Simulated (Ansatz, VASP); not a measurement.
## Ge in VASP and in Ansatz

```xyz
2
Lattice="-0.0272 2.8390 2.8390 2.8390 -0.0272 2.8390 2.8390 2.8390 -0.0272" Properties=species:S:1:pos:R:3 pbc="T T T"
Ge   -0.0039   -0.0039   -0.0039
Ge    1.4166    1.4166    1.4166
```

Change from the starting cell: strained cell.

Alike in both runs: functional PBEsol; k mesh 12 × 12 × 12; occupations gaussian, width 0.1 eV; no spin polarisation.

Ansatz relaxed the structure, and its values are those at the end. VASP's run is a single point on that final structure, the one shown.

|  | VASP | Ansatz |
| --- | --- | --- |
| version | VASP 6.6.1 | Ansatz 0.2.0 |
| potentials or method | VASP PAW PBE potentials, release 64 (Ge_d), cutoff 520 eV | scalar-relativistic, plane waves, PAW |
| valence electrons in the cell | 28 | 28 |

|  | VASP | Ansatz | Ansatz less VASP |
| --- | --- | --- | --- |
| gap on the k mesh at the Fermi level (eV) | none | none | - |
| pressure (GPa) | -1.4 | -1.0 | +0.40 |

VASP's potentials were made for PBE, not for PBEsol. A gap of «none» marks a metal or a gap that the smearing closes. Ansatz's warnings: stress scf threshold loose.
